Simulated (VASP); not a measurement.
# Ni in VASP: further runs

Runs on Ni. Level: revPBE. Tasks: single point, relaxation of cell and atoms.

Everything below comes from runs of VASP 6.6.1. Logs are shortened: lines on timing, memory, paths and dates and some standing lists are left out, and cuts for length are marked.

### Step 1. The cell of the first run

The structure is cubic, space group Fm-3m (No. 225). Conventional cell: a = 3.538 Å, b = 3.538 Å, c = 3.538 Å, α = 90.00°, β = 90.00°, γ = 90.00°. Within 3.3 Å of Ni (site symmetry m-3m) lie 12 Ni at 2.50 Å.

### Step 2. Single point, revPBE, non-collinear spin, zero start, spin-orbit coupling

File INCAR:

```
PREC = Accurate
ENCUT = 520
EDIFF = 1E-6
ISMEAR = -1
SIGMA = 0.1
LREAL = F
LASPH = T
NELM = 150
ALGO = Normal
ISIF = 2
LWAVE = F
LCHARG = F
MAGMOM = 0 0 0
LORBIT = 11
LSORBIT = T
GGA_COMPAT = F
LORBMOM = T
LMAXMIX = 4
GGA = RE
NBANDS = 21
```

File KPOINTS:

```
Automatic mesh
0
Gamma
  15 15 15
```

File POSCAR:

```
Ni
1.0
    0.0000000000      1.7692174731      1.7692174731
    1.7692174731      0.0000000000      1.7692174731
    1.7692174731      1.7692174731      0.0000000000
Ni
1
Direct
    0.0000000000      0.0000000000      0.0000000000
```

Potentials or basis: VASP PAW PBE potentials, release 64 (Ni).

Launch:

```console
$ cat potpaw_PBE.64/Ni/POTCAR > POTCAR
$ mpirun -np 1 vasp_ncl > vasp.out
```

OUTCAR:

```text
PREC = Accurate
   ENCUT = 520
   EDIFF = 1E-6
   ISMEAR = -1
   LREAL = F
   LASPH = T
   NELM = 150
   ISIF = 2
   LORBIT = 11
   LSORBIT = T
   GGA = RE

 ion  position               nearest neighbor table
   1  0.000  0.000  0.000-

  LATTYP: Found a face centered cubic cell.
 ALAT       =     3.5384349462

  Lattice vectors:

 A1 = (   0.0000000000,   1.7692174731,   1.7692174731)
 A2 = (   1.7692174731,   0.0000000000,   1.7692174731)
 A3 = (   1.7692174731,   1.7692174731,   0.0000000000)

Analysis of symmetry for initial positions (statically):
=====================================================================
 Subroutine PRICEL returns:
 Original cell was already a primitive cell.

 Routine SETGRP: Setting up the symmetry group for a
 face centered cubic supercell.

 Subroutine GETGRP returns: Found 48 space group operations
 (whereof 48 operations were pure point group operations)
 out of a pool of 48 trial point group operations.

The static configuration has the point symmetry O_h .

Analysis of symmetry for dynamics (positions and initial velocities):
=====================================================================
 Subroutine PRICEL returns:
 Original cell was already a primitive cell.

 Routine SETGRP: Setting up the symmetry group for a
 face centered cubic supercell.

 Subroutine GETGRP returns: Found 48 space group operations
 (whereof 48 operations were pure point group operations)
 out of a pool of 48 trial point group operations.

The dynamic configuration has the point symmetry O_h .

Analysis of structural, dynamic, and magnetic symmetry:
=====================================================================
 Subroutine PRICEL returns:
 Original cell was already a primitive cell.

 Routine SETGRP: Setting up the symmetry group for a
 face centered cubic supercell.

 Subroutine GETGRP returns: Found 48 space group operations
 (whereof 48 operations were pure point group operations)
 out of a pool of 48 trial point group operations.

The overall configuration has the point symmetry O_h .

 Subroutine INISYM returns: Found 48 space group operations
 (whereof 48 operations are pure point group operations),
 and found     1 'primitive' translations

----------------------------------------------------------------------------------------

                                     Primitive cell

  volume of cell :      11.0758

  direct lattice vectors                    reciprocal lattice vectors
     0.000000000  1.769217473  1.769217473    -0.282610820  0.282610820  0.282610820
     1.769217473  0.000000000  1.769217473     0.282610820 -0.282610820  0.282610820
     1.769217473  1.769217473  0.000000000     0.282610820  0.282610820 -0.282610820

  length of vectors
     2.502051345  2.502051345  2.502051345     0.489496298  0.489496298  0.489496298

  position of ions in fractional coordinates (direct lattice)
     0.000000000  0.000000000  0.000000000

  ion indices of the primitive-cell ions
   primitive index   ion index
                 1           1

----------------------------------------------------------------------------------------

 KPOINTS: Automatic mesh

Automatic generation of k-mesh.
 Grid dimensions read from file:
 generate k-points for:   15   15   15

 Generating k-lattice:

  Cartesian coordinates                     Fractional coordinates (reciprocal lattice)
    -0.018840721  0.018840721  0.018840721     0.066666667  0.000000000  0.000000000
     0.018840721 -0.018840721  0.018840721     0.000000000  0.066666667  0.000000000
     0.018840721  0.018840721 -0.018840721     0.000000000  0.000000000  0.066666667

  Length of vectors
     0.032633087  0.032633087  0.032633087

  Shift w.r.t. Gamma in fractional coordinates (k-lattice)
     0.000000000  0.000000000  0.000000000

 Subroutine IBZKPT returns following result:
 ===========================================

 Found    120 irreducible k-points:

 Following reciprocal coordinates:
            Coordinates               Weight
  0.000000  0.000000  0.000000      1.000000
  0.066667  0.000000  0.000000      8.000000
  0.133333  0.000000  0.000000      8.000000
  0.200000  0.000000  0.000000      8.000000
  0.266667  0.000000  0.000000      8.000000
  0.333333  0.000000  0.000000      8.000000
[... 16 lines left out ...]
  0.133333  0.133333  0.000000      6.000000
  0.200000  0.133333  0.000000     24.000000
 [... further k-points ...]
   k-points           NKPTS =    120   k-points in BZ     NKDIM =    120   number of bands    NBANDS=     21
   number of dos      NEDOS =    301   number of ions     NIONS =      1
   total plane-waves  NPLWV =   8000
   dimension x,y,z NGX =    20 NGY =   20 NGZ =   20
   dimension x,y,z NGXF=    40 NGYF=   40 NGZF=   40
   ions per type =               1
   NGX,Y,Z   is equivalent  to a cutoff of  13.29, 13.29, 13.29 a.u.
   NGXF,Y,Z  is equivalent  to a cutoff of  26.58, 26.58, 26.58 a.u.
 SYSTEM =  unknown system
   PREC   = accura    normal or accurate (medium, high low for compatibility)
   ISTART =      0    job   : 0-new  1-cont  2-samecut
   ICHARG =      2    charge: 1-file 2-atom 10-const
   ISPIN  =      1    spin polarized calculation?
   LNONCOLLINEAR =      T non collinear calculations
   LSORBIT =      T    spin-orbit coupling
   LASPH  =      T    aspherical Exc in radial PAW
   ENCUT  =  520.0 eV  38.22 Ry    6.18 a.u.   4.65  4.65  4.65*2*pi/ulx,y,z
   NELM   =    150;   NELMIN=  2; NELMDL= -5     # of ELM steps
   EDIFF  = 0.1E-05   stopping-criterion for ELM
   LREAL  =      F    real-space projection
   EDIFFG = 0.1E-04   stopping-criterion for IOM
   NSW    =      0    number of steps for IOM
   IBRION =     -1    ionic relax: 0-MD 1-quasi-New 2-CG
   NFREE  =      0    steps in history (QN), initial steepest desc. (CG)
   ISIF   =      2    stress and relaxation
   ISYM   =      2    0-nonsym 1-usesym 2-fastsym
   POTIM  = 0.5000    time-step for ionic-motion
   TEBEG  =    0.0;   TEEND  =   0.0 temperature during run
   PSTRESS=    0.0 pullay stress
   NELECT =      10.0000    total number of electrons
   NUPDOWN=      -1.0000    fix difference up-down
   EMIN   =  10.00;   EMAX   =-10.00  energy-range for DOS
   EFERMI =   0.00;   METHOD = LEGACY
   ISMEAR =    -1;   SIGMA  =   0.10  broadening in eV -4-tet -1-fermi 0-gaus
   EFERMI_NEDOS =   21; number of points for ismear=-14 and -15
   IALGO  =     38    algorithm
   IMIX   =      4    mixing-type and parameters
     AMIX     =   0.40;   BMIX     =  1.00
     AMIX_MAG =   1.60;   BMIX_MAG =  1.00
  volume/ion in A,a.u.               =      11.08        74.74
  Fermi-wavevector in a.u.,A,eV,Ry     =   1.582281  2.990078 34.063725  2.503613
  Thomas-Fermi vector in A             =   2.682228
   LORBIT       =     11    0 simple, 1 ext, 2 COOP (PROOUT), +10 PAW based schemes
   GGA     = RE    functional components
   LHFCALC =     F    Hartree Fock is set to
   AEXX    =    0.0000 exact exchange contribution
   IVDW    =     0    specifies the selected vdW correction
   LEPSILON=     F    determine dielectric tensor
   LRPA    =     F    only Hartree local field effects (RPA)
  energy-cutoff  :      520.00
  volume of cell :       11.08
 maximum number of plane-waves:       620
   NGX =  9   NGY =  9   NGZ =  9

 number of electron      10.0000000 magnetization       0.0000000      0.0000000      0.0000000

 number of electron      10.0000010 magnetization      -0.0000000      0.0000000     -0.0000000

 number of electron      10.0000010 magnetization       0.0000000     -0.0000000      0.0000000

 Free energy of the ion-electron system (eV)
  ---------------------------------------------------
  ext. energy  EPLUGINS =         0.00000000
  ---------------------------------------------------
  free energy    TOTEN  =        -5.06495981 eV

  energy without entropy =       -4.97826194  energy(sigma->0) =       -5.02161087

 E-fermi :   9.0752     XC(G=0): -13.0587

 val. band max:        9.0681901862   @ k =   0.4667   0.2000   0.0000
 cond. band min:       9.0752477817   @ k =  -0.3333   0.4000   0.2000
 fundamental gap:      0.0070575955
 Fermi energy:         9.0751531999

 k-point     1 :       0.0000    0.0000    0.0000
  band No.  band energies     occupation
      1       0.3334      1.00000
      2       0.3334      1.00000
      3       7.1915      1.00000
      4       7.1915      1.00000
      5       7.1915      1.00000
      6       7.1915      1.00000
[... 13 lines left out ...]
     20      36.6046      0.00000
     21      39.4494      0.00000

 k-point     2 :       0.0667    0.0000    0.0000
  band No.  band energies     occupation
      1       0.5050      1.00000
      2       0.5050      1.00000
      3       7.1677      1.00000
      4       7.1677      1.00000
      5       7.2247      1.00000
      6       7.2247      1.00000
[... 13 lines left out ...]
     20      36.1993      0.00000
     21      40.0535      0.00000

 k-point     3 :       0.1333    0.0000    0.0000
  band No.  band energies     occupation
      1       1.0096      1.00000
      2       1.0096      1.00000
      3       7.0653      1.00000
      4       7.0653      1.00000
      5       7.3011      1.00000
      6       7.3011      1.00000
[... 13 lines left out ...]
     20      35.4867      0.00000
     21      40.5617      0.00000
[... 457 lines left out ...]
 k-point    23 :       0.1333    0.1333    0.0000
  band No.  band energies     occupation
      1       1.2311      1.00000
      2       1.2311      1.00000
      3       6.9182      1.00000
      4       6.9182      1.00000
      5       7.4321      1.00000
      6       7.4321      1.00000
[... 13 lines left out ...]
     20      33.5601      0.00000
     21      40.0909      0.00000

 k-point    24 :       0.2000    0.1333    0.0000
  band No.  band energies     occupation
      1       1.8185      1.00000
      2       1.8185      1.00000
      3       6.7646      1.00000
      4       6.7646      1.00000
      5       7.5139      1.00000
      6       7.5139      1.00000
[... 13 lines left out ...]
     20      33.9626      0.00000
     21      38.3665      0.00000

 [... further k-points ...]

------------------------ aborting loop because EDIFF is reached ----------------------------------------

  FORCE on cell =-STRESS in cart. coord.  units (eV):
  Direction    XX          YY          ZZ          XY          YZ          ZX
  --------------------------------------------------------------------------------------
  -------------------------------------------------------------------------------------
  Total        0.0217526      0.0217526      0.0217526      0.0000000      0.0000000      0.0000000
  in kB        3.1466542      3.1466542      3.1466542      0.0000000      0.0000000      0.0000000
  external PRESSURE =       3.1466542 kB  Pullay stress =       0.0000000 kB

 VOLUME and BASIS-vectors are now :
 -----------------------------------------------------------------------------
  energy-cutoff  :      520.00
  volume of cell :       11.08
      direct lattice vectors                 reciprocal lattice vectors
     0.000000000  1.769217473  1.769217473    -0.282610820  0.282610820  0.282610820
     1.769217473  0.000000000  1.769217473     0.282610820 -0.282610820  0.282610820
     1.769217473  1.769217473  0.000000000     0.282610820  0.282610820 -0.282610820

 POSITION                                       TOTAL-FORCE (eV/Angst)
 -----------------------------------------------------------------------------------
      0.00000      0.00000      0.00000        -0.000000     -0.000000     -0.000000
 -----------------------------------------------------------------------------------
    total drift:                                0.000000     -0.000000      0.000000

  FREE ENERGIE OF THE ION-ELECTRON SYSTEM (eV)
  ---------------------------------------------------
  free  energy   TOTEN  =        -5.0649598067 eV

  energy  without entropy=       -4.9782619407  energy(sigma->0) =       -5.02161087

 orbital moment (x)

 # of ion     p       d       tot
 ----------------------------------------
  1         0.000  -0.000  -0.000
 ----------------------------------------
            0.000  -0.000  -0.000

 orbital moment (y)

 # of ion     p       d       tot
 ----------------------------------------
  1         0.000  -0.000  -0.000
 ----------------------------------------
            0.000  -0.000  -0.000

 orbital moment (z)

 # of ion     p       d       tot
 ----------------------------------------
  1         0.000   0.000   0.000
 ----------------------------------------
            0.000   0.000   0.000

 Spin-Orbit-Coupling matrix elements

 Ion:    1  E_soc:     -0.0212764
 l=   1
     0.0000000    -0.0003992    -0.0003992
    -0.0003992     0.0000000    -0.0003992
    -0.0003992    -0.0003992     0.0000000
 l=   2
     0.0000000    -0.0005287     0.0000000    -0.0005287    -0.0026182
    -0.0005287     0.0000000    -0.0019636    -0.0005287    -0.0006545
     0.0000000    -0.0019636     0.0000000    -0.0019636     0.0000000
    -0.0005287    -0.0005287    -0.0019636     0.0000000    -0.0006545
    -0.0026182    -0.0006545     0.0000000    -0.0006545     0.0000000
 l=   3
     0.0000000     0.0000000     0.0000000     0.0000000     0.0000000     0.0000000     0.0000000
     0.0000000     0.0000000     0.0000000     0.0000000     0.0000000     0.0000000     0.0000000
     0.0000000     0.0000000     0.0000000     0.0000000     0.0000000     0.0000000     0.0000000
     0.0000000     0.0000000     0.0000000     0.0000000     0.0000000     0.0000000     0.0000000
     0.0000000     0.0000000     0.0000000     0.0000000     0.0000000     0.0000000     0.0000000
     0.0000000     0.0000000     0.0000000     0.0000000     0.0000000     0.0000000     0.0000000
     0.0000000     0.0000000     0.0000000     0.0000000     0.0000000     0.0000000     0.0000000

 total charge

# of ion       s       p       d       tot
------------------------------------------
    1        0.485   0.477   8.314   9.276

 magnetization (x)

# of ion       s       p       d       tot
------------------------------------------
    1       -0.000   0.000   0.000   0.000

 magnetization (y)

# of ion       s       p       d       tot
------------------------------------------
    1       -0.000  -0.000   0.000  -0.000

 magnetization (z)

# of ion       s       p       d       tot
------------------------------------------
    1        0.000  -0.000   0.000   0.000
```

Wall time 52 s (1 thread of Intel Xeon Platinum 8375C at 2.90GHz (Ice Lake), shared host); peak memory 0.18 GiB.

Results:

| Quantity | Value |
| --- | --- |
| Free energy | -5.0650 eV |
| Pressure | 0.3 GPa |
| Net moment | 0.00 μB per cell |
| Valence electrons inside the program's atomic spheres | Ni 9.28 |

Moments on the atoms (μB; x, y, z):
```
Ni  0.00 0.00 0.00
```

Caveat: the PAW data sets were made with another functional, which shifts forces and pressure a little.

(Continued in part 2 of 2.)
